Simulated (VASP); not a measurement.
Set up this calculation in VASP 6.6.1, as the native input.

| Item | Value |
| --- | --- |
| Task | single point |
| Functional | LDA |
| Potentials or basis | VASP PAW LDA potentials, release 64 (Bi_d) |
| Cutoff | 500 eV |
| k mesh | 8 × 8 × 8, shifted |
| Occupations | gaussian, width 0.02 eV |
| Spin | no spin polarisation |
| Dipole correction | no |
| Further INCAR settings | ALGO = Normal; EDIFF = 1e-06; NBANDS = 14 |

The structure of Bi lies in POSCAR:

```
Bi
1.0
   -1.9438669684      1.9438669684      1.9438669684
    1.9438669684     -1.9438669684      1.9438669684
    1.9438669684      1.9438669684     -1.9438669684
Bi
1
Direct
    0.0000000000      0.0000000000      0.0000000000
```

The input as run:

INCAR

```
SYSTEM = Bi
ALGO = Normal
EDIFF = 1E-6
ENCUT = 500
GGA = CA
GGA_COMPAT = .FALSE.
ISIF = 2
ISMEAR = 0
LASPH = .TRUE.
LCHARG = .TRUE.
LELF = .TRUE.
LREAL = .FALSE.
LVHAR = .TRUE.
LWAVE = .FALSE.
NBANDS = 14
NELM = 120
PREC = Accurate
SIGMA = 0.02
```

KPOINTS

```
Automatic mesh
0
Gamma
  8 8 8
  0.5 0.5 0.5
```

Potentials or basis: VASP PAW LDA potentials, release 64 (Bi_d).

Command:

```bash
$ cat potpaw_LDA.64/Bi_d/POTCAR > POTCAR
$ mpirun -np 1 vasp_std > vasp.out
```

It gave:

```yaml
Pressure: 0.1 GPa
```

Run time: 5.6 s on 1 thread of AMD EPYC 9R45 96-Core Processor (Zen 5), with other jobs on the host, peak memory 0.11 GiB.
